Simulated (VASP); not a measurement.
## SbP: single point with PBE

Crystal: SbP.

```
Sb P
1.0
     1.98528   -6.05699    0.00000
     1.98528    6.05699    0.00000
     0.00000    0.00000    4.01298
Sb P
2 2
Cartesian
  1.9853 4.4774 1.0032
  1.9853 -4.4774 3.0097
  1.9853 1.9196 1.0032
  1.9853 -1.9196 3.0097
```

```yaml
Program: VASP 6.6.1
Task: single point
Functional: PBE
Potentials_or_basis: VASP PAW PBE potentials, release 64 (Sb, P)
Cutoff: 520 eV
k_mesh: 12 × 12 × 12
Occupations: gaussian, width 0.1 eV
Spin: no spin polarisation
Dipole_correction: no
Further_INCAR_settings: ALGO = Normal; EDIFF = 1e-06; NBANDS = 18
```

```
Pressure               : 0.0 GPa
Largest force          : 0.021 eV/Å
Band gap on the k mesh : zero (band 10 reaches 7.21 eV, above the bottom of band 11 at 6.73 eV)
```

Forces in eV/Å, atoms in the order of the input:
```
Sb   0.000  0.021  0.000
Sb   0.000 -0.021  0.000
P    0.000 -0.019  0.000
P    0.000  0.019  0.000
```

Stress tensor (GPa, compression positive):
```
-0.03  0.00  0.00
 0.00  0.10  0.00
 0.00  0.00 -0.07
```

Levels at points of the mesh, in eV from the Fermi level:
```
           k point  band 7  band 8  band 9  band 10  band 11  band 12  band 13  band 14
(0.00, 0.00, 0.00)   -3.61   -2.19   -1.86    -0.11     2.49     2.93     3.67     3.88
(0.50, 0.00, 0.00)   -1.60   -1.60   -0.98    -0.79     0.28     0.76     1.12     1.40
(0.50, 0.50, 0.00)   -3.62   -2.34   -1.73    -1.59     0.26     2.49     3.45     3.81
(0.00, 0.00, 0.50)   -1.41   -1.41   -0.60    -0.60     0.40     0.40     1.07     1.07
(0.50, 0.00, 0.50)   -4.46   -4.46   -2.30    -2.30     1.85     1.85     4.64     4.64
(0.50, 0.50, 0.50)   -1.60   -1.60   -1.21    -1.21     0.85     0.85     1.42     1.42
```

It took 3.8 min on 1 thread of AMD EPYC 9R45 (Zen 5), with other jobs on the host, peak memory 0.56 GiB.

Caveat: spin-orbit coupling is left out, which moves the levels of the heavy elements.
